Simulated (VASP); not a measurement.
# Pd in VASP: notebook, part 3 of 3

VASP 6.6.1.

### 4 Electric field gradients, PBE (equal xy, yz and zx shear strains of -1 %)

INCAR reads:

```
SYSTEM = Pd
PREC     = Accurate       ! precision mode
ENCUT    = 520            ! plane-wave cutoff, eV
EDIFF    = 1E-8           ! SCF threshold, eV
ISMEAR   = -1             ! smearing method
SIGMA    = 0.05           ! smearing width, eV
LREAL    = .False.        ! projectors in reciprocal space
LASPH    = .True.         ! aspherical terms in the spheres
NELM     = 60             ! most SCF steps
ALGO     = Normal         ! electronic algorithm
ISIF     = 2              ! what is computed and relaxed
LWAVE    = .False.        ! write WAVECAR
LCHARG   = .False.        ! write CHGCAR
GGA      = PE             ! functional
LEFG     = .True.       
NBANDS   = 11             ! bands
```

KPOINTS reads:

```
Automatic mesh
0
Gamma
  18 18 18
  0 0 0
```

POSCAR reads:

```
Pd
1.0
   -0.0194490000      1.9351755000      1.9351755000
    1.9351755000     -0.0194490000      1.9351755000
    1.9351755000      1.9351755000     -0.0194490000
Pd
1
Direct
    0.0000000000      0.0000000000      0.0000000000
```

Potentials or basis: VASP PAW PBE potentials, release 64 (Pd).

On the command line:

```console
> cat potpaw_PBE.64/Pd/POTCAR > POTCAR
> mpirun -np 1 vasp_std > vasp.out
```

OUTCAR:

```text
SYSTEM = Pd
   PREC = Accurate
   ENCUT = 520
   EDIFF = 1E-8
   ISMEAR = -1
   LREAL = .False.
   LASPH = .True.
   NELM = 60
   ISIF = 2
   GGA = PE

 ion  position               nearest neighbor table
   1  0.000  0.000  0.000-

  LATTYP: Found a trigonal (rhomboedric) cell.
 ALAT       =     2.7368205449
 COS(alpha) =     0.4899250057

  Lattice vectors:

 A1 = (  -0.0194490000,   1.9351755000,   1.9351755000)
 A2 = (   1.9351755000,  -0.0194490000,   1.9351755000)
 A3 = (   1.9351755000,   1.9351755000,  -0.0194490000)

Analysis of symmetry for initial positions (statically):
=====================================================================
 Subroutine PRICEL returns:
 Original cell was already a primitive cell.

 Routine SETGRP: Setting up the symmetry group for a
[... 520 lines left out ...]
  external PRESSURE =      73.1470685 kB  Pullay stress =       0.0000000 kB

 VOLUME and BASIS-vectors are now :
 -----------------------------------------------------------------------------
  energy-cutoff  :      520.00
  volume of cell :       14.71
      direct lattice vectors                 reciprocal lattice vectors
    -0.019449000  1.935175500  1.935175500    -0.254511671  0.257095546  0.257095546
     1.935175500 -0.019449000  1.935175500     0.257095546 -0.254511671  0.257095546
     1.935175500  1.935175500 -0.019449000     0.257095546  0.257095546 -0.254511671

 POSITION                                       TOTAL-FORCE (eV/Angst)
 -----------------------------------------------------------------------------------
      0.00000      0.00000      0.00000        -0.000000      0.000000     -0.000000
 -----------------------------------------------------------------------------------
    total drift:                                0.000000      0.000000      0.000000

  FREE ENERGIE OF THE ION-ELECTRON SYSTEM (eV)
  ---------------------------------------------------
  free  energy   TOTEN  =        -5.2156453302 eV

  energy  without entropy=       -5.1977729809  energy(sigma->0) =       -5.20670916

 Electric field gradients (V/A^2)
---------------------------------------------------------------------
 ion       V_xx      V_yy      V_zz      V_xy      V_xz      V_yz
---------------------------------------------------------------------
   1       0.000    -0.000    -0.000     1.577     1.577     1.577
---------------------------------------------------------------------

 Electric field gradients after diagonalization (V/A^2)
 (convention: |V_zz| > |V_xx| > |V_yy|)
----------------------------------------------------------------------
 ion       V_xx      V_yy      V_zz     asymmetry (V_yy - V_xx)/ V_zz
----------------------------------------------------------------------
   1      -1.577    -1.577     3.154       0.000
----------------------------------------------------------------------

           NMR quadrupolar parameters

 Cq : quadrupolar parameter    Cq=e*Q*V_zz/h
 eta: asymmetry parameters     (V_yy - V_xx)/ V_zz
 Q  : nuclear electric quadrupole moment in mb (millibarn)
----------------------------------------------------------------------
 ion       Cq(MHz)       eta       Q (mb)
----------------------------------------------------------------------
   1       0.008       0.000       1.000
----------------------------------------------------------------------
```

OSZICAR:

```text
N       E                     dE             d eps       ncg     rms          rms(c)
DAV:   1     0.428388265367E+02    0.42839E+02   -0.51968E+03 12800   0.855E+02
DAV:   2    -0.492198783631E+01   -0.47761E+02   -0.46160E+02 14280   0.183E+02
DAV:   3    -0.549250741028E+01   -0.57052E+00   -0.56800E+00 15397   0.213E+01
DAV:   4    -0.549503849026E+01   -0.25311E-02   -0.25307E-02 15449   0.149E+00
DAV:   5    -0.549506515701E+01   -0.26667E-04   -0.26668E-04 16955   0.138E-01    0.782E+00
DAV:   6    -0.522967508760E+01    0.26539E+00   -0.10700E+00 15760   0.843E+00    0.384E+00
DAV:   7    -0.521936414084E+01    0.10311E-01   -0.25495E-02 16715   0.104E+00    0.197E+00
DAV:   8    -0.521566570782E+01    0.36984E-02   -0.13925E-03 15891   0.330E-01    0.887E-02
DAV:   9    -0.521564189711E+01    0.23811E-04   -0.15834E-04 16246   0.106E-01    0.279E-02
DAV:  10    -0.521564638315E+01   -0.44860E-05   -0.11940E-05 15841   0.306E-02    0.109E-02
DAV:  11    -0.521564517210E+01    0.12111E-05   -0.26820E-07 16744   0.529E-03    0.240E-03
DAV:  12    -0.521564532292E+01   -0.15082E-06   -0.55409E-09 13270   0.608E-04    0.212E-04
DAV:  13    -0.521564533299E+01   -0.10072E-07   -0.64285E-10 10829   0.247E-04    0.421E-05
DAV:  14    -0.521564533020E+01    0.27889E-08   -0.45132E-11 10565   0.610E-05
   1 F= -.52156453E+01 E0= -.52067092E+01  d E =-.178723E-01
```

It took 2.3 min on 1 thread of Intel Xeon 8259CL, shared host; peak memory 0.21 GiB.

Results:

```yaml
Free_energy: -5.2156 eV
Pressure: 7.3 GPa
Band_gap_on_the_k_mesh: zero (bands 5 and 6 overlap by 1.64 eV)
Largest_electric_field_gradient_by_atom: Pd +3.2 V/Å²
```

Stress tensor (GPa, compression positive):
```
7.31 0.78 0.78
0.78 7.31 0.78
0.78 0.78 7.31
```

Electric field gradients, principal values (V/Å²):
| atom | least | middle | greatest (by size) |
| --- | --- | --- | --- |
| 1 Pd | -1.577 | -1.577 | 3.154 |

Caveat: the cell differs from its parent crystal (equal xy, yz and zx shear strains of -1 %); the cell stands under pressure; without QUAD_EFG the Cq values of the log hold for a quadrupole moment of 1 mb, not for the nuclei.

### 5 Electric field gradients, PBE (equal xy, yz and zx shear strains of +2 %)

INCAR reads:

```
PREC = Accurate ; ENCUT = 520
EDIFF = 1E-8 ; ISMEAR = -1
SIGMA = 0.05 ; LREAL = False
LASPH = True ; NELM = 100
ALGO = Normal ; ISIF = 2
LWAVE = False ; LCHARG = False
GGA = PE ; LEFG = True
NBANDS = 11
```

KPOINTS reads:

```
regular mesh
0
Gamma
  18 18 18
```

POSCAR reads:

```
Pd
1.0
    0.0388980000      1.9643490000      1.9643490000
    1.9643490000      0.0388980000      1.9643490000
    1.9643490000      1.9643490000      0.0388980000
Pd
1
Direct
    0.0000000000      0.0000000000      0.0000000000
```

Potentials or basis: VASP PAW PBE potentials, release 64 (Pd).

On the command line:

```console
> cat potpaw_PBE.64/Pd/POTCAR > POTCAR
> mpirun -np 1 vasp_std > vasp.out
```

OUTCAR:

```text
PREC = Accurate
   ENCUT = 520
   EDIFF = 1E-8
   ISMEAR = -1
   LREAL = False
   LASPH = True
   NELM = 100
   ISIF = 2
   GGA = PE

 ion  position               nearest neighbor table
   1  0.000  0.000  0.000-

  LATTYP: Found a trigonal (rhomboedric) cell.
 ALAT       =     2.7782813108
 COS(alpha) =     0.5197000882

  Lattice vectors:

 A1 = (   0.0388980000,   1.9643490000,   1.9643490000)
[... 542 lines left out ...]
 -----------------------------------------------------------------------------------
    total drift:                               -0.000000      0.000000     -0.000000

  FREE ENERGIE OF THE ION-ELECTRON SYSTEM (eV)
  ---------------------------------------------------
  free  energy   TOTEN  =        -5.2122254785 eV

  energy  without entropy=       -5.1948514064  energy(sigma->0) =       -5.20353844

 Electric field gradients (V/A^2)
---------------------------------------------------------------------
 ion       V_xx      V_yy      V_zz      V_xy      V_xz      V_yz
---------------------------------------------------------------------
   1      -0.000    -0.000    -0.000    -3.616    -3.616    -3.616
---------------------------------------------------------------------

 Electric field gradients after diagonalization (V/A^2)
 (convention: |V_zz| > |V_xx| > |V_yy|)
----------------------------------------------------------------------
 ion       V_xx      V_yy      V_zz     asymmetry (V_yy - V_xx)/ V_zz
----------------------------------------------------------------------
   1       3.616     3.616    -7.232       0.000
----------------------------------------------------------------------

           NMR quadrupolar parameters

 Cq : quadrupolar parameter    Cq=e*Q*V_zz/h
 eta: asymmetry parameters     (V_yy - V_xx)/ V_zz
 Q  : nuclear electric quadrupole moment in mb (millibarn)
----------------------------------------------------------------------
 ion       Cq(MHz)       eta       Q (mb)
----------------------------------------------------------------------
   1      -0.017       0.000       1.000
----------------------------------------------------------------------
```

OSZICAR:

```text
N       E                     dE             d eps       ncg     rms          rms(c)
DAV:   1     0.425423331756E+02    0.42542E+02   -0.52034E+03 12856   0.857E+02
DAV:   2    -0.494340404999E+01   -0.47486E+02   -0.45996E+02 14354   0.183E+02
DAV:   3    -0.548933729602E+01   -0.54593E+00   -0.54380E+00 15314   0.211E+01
DAV:   4    -0.549176682690E+01   -0.24295E-02   -0.24292E-02 15595   0.147E+00
DAV:   5    -0.549179305294E+01   -0.26226E-04   -0.26226E-04 16851   0.137E-01    0.783E+00
DAV:   6    -0.522642217010E+01    0.26537E+00   -0.10724E+00 15799   0.843E+00    0.385E+00
DAV:   7    -0.521594237994E+01    0.10480E-01   -0.24366E-02 16677   0.104E+00    0.198E+00
DAV:   8    -0.521224387391E+01    0.36985E-02   -0.13653E-03 15912   0.324E-01    0.860E-02
DAV:   9    -0.521222222374E+01    0.21650E-04   -0.14664E-04 16206   0.102E-01    0.295E-02
DAV:  10    -0.521222687456E+01   -0.46508E-05   -0.14702E-05 15845   0.338E-02    0.141E-02
DAV:  11    -0.521222526109E+01    0.16135E-05   -0.71537E-07 16721   0.815E-03    0.320E-03
DAV:  12    -0.521222547760E+01   -0.21651E-06   -0.79046E-09 14451   0.690E-04    0.149E-04
DAV:  13    -0.521222547847E+01   -0.86845E-09   -0.79882E-10 10853   0.276E-04
   1 F= -.52122255E+01 E0= -.52035384E+01  d E =-.173741E-01
```

Wall time 2.7 min (1 thread of Intel Xeon 8259CL, shared host); peak memory 0.22 GiB.

What came out:

* Free energy: -5.2122 eV
* Pressure: 7.5 GPa
* Band gap on the k mesh: zero (bands 5 and 6 overlap by 1.62 eV)
* Largest electric field gradient by atom: Pd -7.2 V/Å²

Electric field gradients, principal values (V/Å²):
| atom | least | middle | greatest (by size) |
| --- | --- | --- | --- |
| 1 Pd | 3.616 | 3.616 | -7.232 |

Caveat: the cell differs from its parent crystal (equal xy, yz and zx shear strains of +2 %); the cell stands under pressure; without QUAD_EFG the Cq values of the log hold for a quadrupole moment of 1 mb, not for the nuclei.

### 6 Overview

| cell | gap on the mesh (eV) | pressure (GPa) |
| --- | --- | --- |
| a = 2.792, b = 2.792, c = 2.833 Å, angles 59.5, 59.5, 61.0°, 1 atom | none | -3.2 |
| a = 2.710 Å, angles 62.0°, 1 atom | none | 7.8 |
| a = 2.737 Å, angles 60.7°, 1 atom | none | 7.3 |
| a = 2.778 Å, angles 58.7°, 1 atom | none | 7.5 |

Alike in all rows: task electric field gradients; level PBE; potentials or basis VASP PAW PBE potentials, release 64 (Pd); no spin polarisation; k mesh 18 × 18 × 18; cutoff (eV) 520; smearing fermi-dirac 0.05 eV.

Caveats: the cell stands under pressure (at least some runs); the cell stands under tension (at least some runs).

Absolute energies hang on the potentials; compare differences alone.
